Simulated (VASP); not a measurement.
ZnAg2:

```
Zn Ag
1.0
     0.00000    3.77123    3.77123
     3.77123    0.00000    3.77123
     3.77123    3.77123    0.00000
Zn Ag
2 4
Direct
  0.00000 0.00000 0.00000
  0.25000 0.25000 0.25000
  0.62500 0.62500 0.62500
  0.12500 0.62500 0.62500
  0.62500 0.62500 0.12500
  0.62500 0.12500 0.62500
```

| Property | Result |
| --- | --- |
| Program | VASP 6.6.1 |
| Task | relaxation of cell and atoms |
| Functional | PBE |
| Potentials or basis | VASP PAW PBE potentials, release 64 (Zn, Ag) |
| Cutoff | 600 eV |
| k mesh | 4 × 4 × 4 |
| Occupations | gaussian, width 0.1 eV |
| Spin | no spin polarisation |

At the start: pressure 6.3 GPa; volume 17.88 Å³/atom.

How do energy, volume and symmetry change on relaxing?

Over 3 steps the energy falls by 26.5 meV/atom and the volume is 19.36 Å³/atom (+8.3 %); space group Fd-3m (No. 227, to 0.1 Å) before and after.

Step by step:
| step | energy change (eV) | largest force (eV/Å) | pressure (GPa) | volume (Å³) |
| --- | --- | --- | --- | --- |
| 1 | 0.0000 | 0.0000 | 6.31 | 107.27 |
| 2 | -0.1499 | 0.0000 | -1.15 | 118.57 |
| 3 | -0.1589 | 0.0000 | 0.03 | 116.14 |

Final structure:
```
Zn Ag
1.0
     0.00000    3.87239    3.87239
     3.87239    0.00000    3.87239
     3.87239    3.87239    0.00000
Zn Ag
2 4
Direct
  0.00000 0.00000 0.00000
  0.25000 0.25000 0.25000
  0.62500 0.62500 0.62500
  0.12500 0.62500 0.62500
  0.62500 0.62500 0.12500
  0.62500 0.12500 0.62500
```

Caveat: the k points lie up to 0.35 Å⁻¹ apart in the final cell, too coarse for converged energies and pressures of a metal.
